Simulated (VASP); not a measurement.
The system is RbBr.

```xyz
2
Lattice="-0.0115 3.5805 3.4777 3.5805 -0.0115 3.4777 3.5690 3.5690 0.0000" Properties=species:S:1:pos:R:3 pbc="T T T"
Rb    0.0000    0.0000    0.2537
Br    3.5690    3.5690    3.2240
```

Base run:

- Program: VASP 6.6.1
- Functional: PBE
- Potentials or basis: VASP PAW PBE potentials, release 64 (Rb_sv, Br)
- Cutoff: 520 eV
- k mesh: 6 × 6 × 6
- Occupations: gaussian, width 0.02 eV
- Spin: no spin polarisation

Its results: band gap on the k mesh 4.12 eV; pressure 1.0 GPa; largest force 0.974 eV/Å.

Question: The run is repeated on the same cell with these changes: functional from PBE to PBEsol; further incar settings from ALGO = Normal; EDIFF = 1e-07; NBANDS = 15 to ALGO = Normal; EDIFF = 1e-06; NBANDS = 15. What comes out?

Answer: Band gap on the k mesh 4.01 eV; pressure 0.2 GPa; largest force 0.882 eV/Å.

Caveats: the PAW data sets were made with another functional, which shifts forces and pressure a little (at least some runs).

